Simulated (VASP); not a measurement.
BaSi2C2, 5 atoms in the cell. The structure is orthorhombic, space group Cmmm (No. 65). The conventional cell has a = 6.190 Å, b = 9.006 Å, c = 4.054 Å, α = 90.00°, β = 90.00°, γ = 90.00°. Ba (site symmetry mmm) has 8 C at 3.16 to 4.28 Å and 6 Si at 3.30 to 3.36 Å and 2 Ba at 4.05 Å within 4.3 Å. Within 3.0 Å of Si (site symmetry m2m) lie 1 Si at 2.29 Å and 4 C at 2.42 Å. C (site symmetry 2mm) has 1 C at 1.35 Å within 1.8 Å. The cell was generated, and may not be a known phase.

| Property | Result |
| --- | --- |
| Program | VASP 6.6.1 |
| Task | single point |
| Functional | PBE |
| Potentials or basis | VASP PAW PBE potentials, release 64 (Ba_sv, Si, C) |
| Cutoff | 520 eV |
| k mesh | 8 × 8 × 10 |
| Occupations | gaussian, width 0.1 eV |
| Spin | no spin polarisation |
| Dipole correction | no |
| Further INCAR settings | ALGO = Fast; EDIFF = 1e-06; NBANDS = 21 |

Potentials or basis: VASP PAW PBE potentials, release 64 (Ba_sv, Si, C).

The run is started by

```console
$ cat potpaw_PBE.64/Ba_sv/POTCAR potpaw_PBE.64/Si/POTCAR potpaw_PBE.64/C/POTCAR > POTCAR
$ mpirun -np 1 vasp_std > vasp.out
```

Hardware: 1 thread of Oxide Virtual Turin-like Processor, with other jobs on the host.

Task: How long does it take, and how much memory?

Result: Wall time 7 min on 1 thread of Oxide Virtual Turin-like Processor (shared host), peak memory 0.41 GiB. Counts: scf iterations 16, k points 126.
